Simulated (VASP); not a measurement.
Set up this calculation in VASP 6.6.1, as the native input.

```yaml
Task: single point
Functional: LDA
Potentials_or_basis: VASP PAW LDA potentials, release 64 (Bi_d)
Cutoff: 520 eV
k_mesh: 13 × 13 × 13
Occupations: fermi-dirac, width 0.1 eV
Spin: no spin polarisation
Dipole_correction: no
Further_INCAR_settings: ALGO = Normal; EDIFF = 1e-06; NBANDS = 14
```

The structure of Bi lies in POSCAR:

```
Bi
1.0
    0.0000000000      2.4533829460      2.4533829460
    2.4533829460      0.0000000000      2.4533829460
    2.4533829460      2.4533829460      0.0000000000
Bi
1
Direct
    0.0000000000      0.0000000000      0.0000000000
```

These files were run (other wordings do the same):

INCAR

```
SYSTEM = Bi
PREC = Accurate ; ENCUT = 520
EDIFF = 1E-6 ; ISMEAR = -1
SIGMA = 0.1 ; LREAL = .False.
LASPH = .True. ; NELM = 100
ALGO = Normal ; ISIF = 2
LWAVE = .False. ; LCHARG = .False.
GGA = CA ; NBANDS = 14
```

KPOINTS

```
regular mesh
0
Gamma
  13 13 13
  0 0 0
```

Potentials or basis: VASP PAW LDA potentials, release 64 (Bi_d).

Run with:

```sh
$ cat potpaw_LDA.64/Bi_d/POTCAR > POTCAR
$ mpirun -np 1 vasp_std > vasp.out
```

Results of the run:

```
Pressure : 0.2 GPa
```

It took 17 s on 1 thread of Intel(R) Xeon(R) Platinum 8488C (Sapphire Rapids), on a shared host, peak memory 0.15 GiB.
